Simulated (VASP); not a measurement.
# TaN (Fm-3m) in VASP: further runs, part 2 of 2

VASP 6.6.1. Earlier steps stand in the parts before.

**3. Single point, PBE**

This run uses another cell than the first one, of 10.55 Å³/atom, 1.020 times its volume.

The input, INCAR:

```
SYSTEM = TaN
ALGO     = Normal         ! electronic algorithm
EDIFF    = 1E-6           ! SCF threshold, eV
ENCUT    = 520            ! plane-wave cutoff, eV
GGA      = PE             ! functional
ISIF     = 2              ! what is computed and relaxed
ISMEAR   = 0              ! smearing method
LASPH    = .TRUE.         ! aspherical terms in the spheres
LCHARG   = .FALSE.        ! write CHGCAR
LREAL    = .FALSE.        ! projectors in reciprocal space
LWAVE    = .FALSE.        ! write WAVECAR
NBANDS   = 15             ! bands
NELM     = 80             ! most SCF steps
PREC     = Accurate       ! precision mode
SIGMA    = 0.1            ! smearing width, eV
```

The input, KPOINTS:

```
k-points
0
G
  11 11 11
  0 0 0
```

The input, POSCAR:

```
TaN
1.0
    0.0000000000      2.1934308841      2.1934308841
    2.1934308841      0.0000000000      2.1934308841
    2.1934308841      2.1934308841      0.0000000000
Ta N
1 1
Direct
    0.5000000000      0.5000000000      0.5000000000
    0.0000000000      0.0000000000      0.0000000000
```

Potentials or basis: VASP PAW PBE potentials, release 64 (Ta_pv, N).

Started as:

```
$ cat potpaw_PBE.64/Ta_pv/POTCAR potpaw_PBE.64/N/POTCAR > POTCAR
$ mpirun -np 1 vasp_std > vasp.out
```

OUTCAR:

```text
SYSTEM = TaN
   EDIFF = 1E-6
   ENCUT = 520
   GGA = PE
   ISIF = 2
   ISMEAR = 0
   LASPH = .TRUE.
   LREAL = .FALSE.
   NELM = 80
   PREC = Accurate

 ion  position               nearest neighbor table
   1  0.500  0.500  0.500-   2 2.19   2 2.19   2 2.19   2 2.19   2 2.19   2 2.19
   2  0.000  0.000  0.000-   1 2.19   1 2.19   1 2.19   1 2.19   1 2.19   1 2.19

  LATTYP: Found a face centered cubic cell.
 ALAT       =     4.3868617682

  Lattice vectors:

 A1 = (   0.0000000000,   2.1934308841,   2.1934308841)
 A2 = (   2.1934308841,   0.0000000000,   2.1934308841)
 A3 = (   2.1934308841,   2.1934308841,   0.0000000000)

Analysis of symmetry for initial positions (statically):
[... 33 lines left out ...]
                                     Primitive cell

  volume of cell :      21.1058

  direct lattice vectors                    reciprocal lattice vectors
     0.000000000  2.193430884  2.193430884    -0.227953387  0.227953387  0.227953387
     2.193430884  0.000000000  2.193430884     0.227953387 -0.227953387  0.227953387
     2.193430884  2.193430884  0.000000000     0.227953387  0.227953387 -0.227953387

  length of vectors
     3.101979704  3.101979704  3.101979704     0.394826849  0.394826849  0.394826849

  position of ions in fractional coordinates (direct lattice)
     0.500000000  0.500000000  0.500000000
[... 134 lines left out ...]
  band No.  band energies     occupation
      1     -26.1329      2.00000
      2     -26.1329      2.00000
      3     -26.1329      2.00000
      4      -9.2934      2.00000
      5       5.7839      2.00000
      6       5.7839      2.00000
      7       5.7839      2.00000
      8       7.5047      2.00000
      9       7.5047      2.00000
     10       7.5047      2.00000
     11       9.6969      0.75669
     12       9.6969      0.75668
     13      11.2148      0.00000
     14      19.0388      0.00000
[... 401 lines left out ...]
      2     -26.3194      2.00000
      3     -26.1682      2.00000
      4      -7.6296      2.00000
      5       1.3163      2.00000
      6       2.7385      2.00000
      7       3.5260      2.00000
      8       8.9274      2.00000
      9       9.3122      2.00000
     10      11.0381      0.00000
     11      11.5441      0.00000
     12      15.3134      0.00000
     13      15.5978      0.00000
     14      21.9979      0.00000
     15      22.9851      0.00000

 [... further k-points ...]
[... 5 lines left out ...]
  --------------------------------------------------------------------------------------
  -------------------------------------------------------------------------------------
  Total        1.0543126      1.0543126      1.0543126      0.0000000      0.0000000      0.0000000
  in kB       80.0346650     80.0346650     80.0346650      0.0000000      0.0000000      0.0000000
  external PRESSURE =      80.0346650 kB  Pullay stress =       0.0000000 kB

 VOLUME and BASIS-vectors are now :
 -----------------------------------------------------------------------------
  energy-cutoff  :      520.00
  volume of cell :       21.11
      direct lattice vectors                 reciprocal lattice vectors
     0.000000000  2.193430884  2.193430884    -0.227953387  0.227953387  0.227953387
     2.193430884  0.000000000  2.193430884     0.227953387 -0.227953387  0.227953387
     2.193430884  2.193430884  0.000000000     0.227953387  0.227953387 -0.227953387

 POSITION                                       TOTAL-FORCE (eV/Angst)
 -----------------------------------------------------------------------------------
      2.19343      2.19343      2.19343         0.000000      0.000000      0.000000
      0.00000      0.00000      0.00000        -0.000000     -0.000000     -0.000000
 -----------------------------------------------------------------------------------
    total drift:                                0.000000     -0.000000     -0.000000

  FREE ENERGIE OF THE ION-ELECTRON SYSTEM (eV)
  ---------------------------------------------------
  free  energy   TOTEN  =       -21.8101097602 eV

  energy  without entropy=      -21.8075045777  energy(sigma->0) =      -21.80880717
```

OSZICAR:

```text
N       E                     dE             d eps       ncg     rms          rms(c)
DAV:   1     0.890518846742E+02    0.89052E+02   -0.89160E+03  1696   0.113E+03
DAV:   2    -0.220012265485E+02   -0.11105E+03   -0.10487E+03  2037   0.303E+02
DAV:   3    -0.248307798153E+02   -0.28296E+01   -0.28148E+01  1890   0.453E+01
DAV:   4    -0.248419411529E+02   -0.11161E-01   -0.11158E-01  2170   0.304E+00
DAV:   5    -0.248420182247E+02   -0.77072E-04   -0.77071E-04  1904   0.222E-01    0.245E+01
DAV:   6    -0.219016878366E+02    0.29403E+01   -0.54653E+00  1970   0.263E+01    0.102E+01
DAV:   7    -0.218435596917E+02    0.58128E-01   -0.50806E-01  1932   0.594E+00    0.706E+00
DAV:   8    -0.218169082552E+02    0.26651E-01   -0.14131E-01  1876   0.323E+00    0.174E+00
DAV:   9    -0.218101736272E+02    0.67346E-02   -0.18124E-02  1988   0.112E+00    0.323E-01
DAV:  10    -0.218101410729E+02    0.32554E-04   -0.12754E-03  1932   0.367E-01    0.600E-02
DAV:  11    -0.218101095334E+02    0.31539E-04   -0.58163E-05  1933   0.903E-02    0.178E-02
DAV:  12    -0.218101097602E+02   -0.22682E-06   -0.52257E-06  1890   0.223E-02
   1 F= -.21810110E+02 E0= -.21808807E+02  d E =-.260518E-02
```

stdout:

```text
POSCAR found type information on POSCAR TaN
 POSCAR found :  2 types and       2 ions
 scaLAPACK will be used
 LDA part: xc-table for (Slater+PW92), standard interpolation
 POSCAR, INCAR and KPOINTS ok, starting setup
 FFT: planning ... GRIDC
 FFT: planning ... GRID_SOFT
 FFT: planning ... GRID
 WAVECAR not read
 entering main loop
```

Run time: 14 s. Hardware: 1 thread of AMD EPYC 7R13 (Zen 3), shared host; peak memory 0.12 GiB.

Results:

```yaml
Free_energy: -21.8101 eV
Pressure: 8.0 GPa
Band_gap_on_the_k_mesh: zero (band 8 reaches 11.33 eV, above the bottom of band 9 at 7.50 eV)
```

Levels at points of the mesh, in eV from the Fermi level:
| k point | band 6 | band 7 | band 8 | band 9 | band 10 | band 11 |
| --- | --- | --- | --- | --- | --- | --- |
| (0.00, 0.00, 0.00) | -3.89 | -3.89 | -2.17 | -2.17 | -2.17 | 0.02 |

Caveat: spin-orbit coupling is left out, which moves the levels of the heavy elements.

**4. Single point, PBE**

This run uses another cell than the first one, of 10.76 Å³/atom, 1.040 times its volume.

The input, INCAR:

```
SYSTEM = TaN
PREC = Accurate ; ENCUT = 520
EDIFF = 1E-7 ; ISMEAR = 0
SIGMA = 0.1 ; LREAL = .False.
LASPH = .True. ; NELM = 80
ALGO = Normal ; ISIF = 2
LWAVE = .False. ; LCHARG = .False.
GGA = PE ; NBANDS = 15
```

The input, KPOINTS:

```
regular mesh
0
Gamma
  11 11 11
  0 0 0
```

The input, POSCAR:

```
TaN
1.0
    0.0000000000      2.2076743409      2.2076743409
    2.2076743409      0.0000000000      2.2076743409
    2.2076743409      2.2076743409      0.0000000000
Ta N
1 1
Direct
    0.5000000000      0.5000000000      0.5000000000
    0.0000000000      0.0000000000      0.0000000000
```

Started as:

```
$ cat potpaw_PBE.64/Ta_pv/POTCAR potpaw_PBE.64/N/POTCAR > POTCAR
$ mpirun -np 1 vasp_std > vasp.out
```

Wall time 16 s (1 thread of AMD EPYC 7R13 (Zen 3), shared host); peak memory 0.12 GiB.

The run converged. Its results:

* Free energy: -21.8222 eV
* Pressure: 1.2 GPa
* Band gap on the k mesh: zero (band 8 reaches 11.06 eV, above the bottom of band 9 at 7.34 eV)

Levels at points of the mesh, in eV from the Fermi level:
```csv
k point,band 5,band 6,band 7,band 8,band 9,band 10,band 11,band 12
"(0.00, 0.00, 0.00)",-3.83,-3.83,-3.83,-2.11,-2.11,-2.11,0.02,0.02
```

Caveat: spin-orbit coupling is left out, which moves the levels of the heavy elements.

**5. Single point, PBE**

This run uses another cell than the first one, of 10.97 Å³/atom, 1.060 times its volume.

The input, INCAR:

```
  ALGO = Normal
  EDIFF = 1E-7
  ENCUT = 520
  GGA = PE
  ISIF = 2
  ISMEAR = 0
  LASPH = True
  LCHARG = False
  LREAL = False
  LWAVE = False
  NBANDS = 15
  NELM = 60
  PREC = Accurate
  SIGMA = 0.1
```

The input, KPOINTS:

```
k-points
0
Gamma
  11 11 11
```

The input, POSCAR:

```
TaN
1.0
    0.0000000000      2.2217363401      2.2217363401
    2.2217363401      0.0000000000      2.2217363401
    2.2217363401      2.2217363401      0.0000000000
Ta N
1 1
Direct
    0.5000000000      0.5000000000      0.5000000000
    0.0000000000      0.0000000000      0.0000000000
```

Started as:

```
$ cat potpaw_PBE.64/Ta_pv/POTCAR potpaw_PBE.64/N/POTCAR > POTCAR
$ mpirun -np 1 vasp_std > vasp.out
```

Wall time 16 s (1 thread of AMD EPYC 7R13 (Zen 3), shared host); peak memory 0.12 GiB.

Results (log left out):

| Property | Result |
| --- | --- |
| Free energy | -21.8175 eV |
| Pressure | -4.9 GPa |
| Band gap on the k mesh | zero (band 8 reaches 10.79 eV, above the bottom of band 9 at 7.17 eV) |

Levels at points of the mesh, in eV from the Fermi level:
```csv
k point,band 6,band 7,band 8,band 9,band 10,band 11
"(0.00, 0.00, 0.00)",-3.77,-3.77,-2.06,-2.06,-2.06,0.02
```

Caveat: spin-orbit coupling is left out, which moves the levels of the heavy elements.

**6. The runs side by side**

```tsv
cell	gap on the mesh (eV)	pressure (GPa)
a = 3.082 Å, angles 60.0°, 2 atoms	none	15.6
a = 3.102 Å, angles 60.0°, 2 atoms	none	8.0
a = 3.122 Å, angles 60.0°, 2 atoms	none	1.2
a = 3.142 Å, angles 60.0°, 2 atoms	none	-4.9
```

Alike in all rows: task single point; level PBE; potentials or basis VASP PAW PBE potentials, release 64 (Ta_pv, N); no spin polarisation; k mesh 11 × 11 × 11; cutoff (eV) 520; smearing gaussian 0.1 eV.

Caveats: spin-orbit coupling is left out, which moves the levels of the heavy elements.

Total energies depend on the potentials used, so only differences within one code and one set of settings carry meaning.
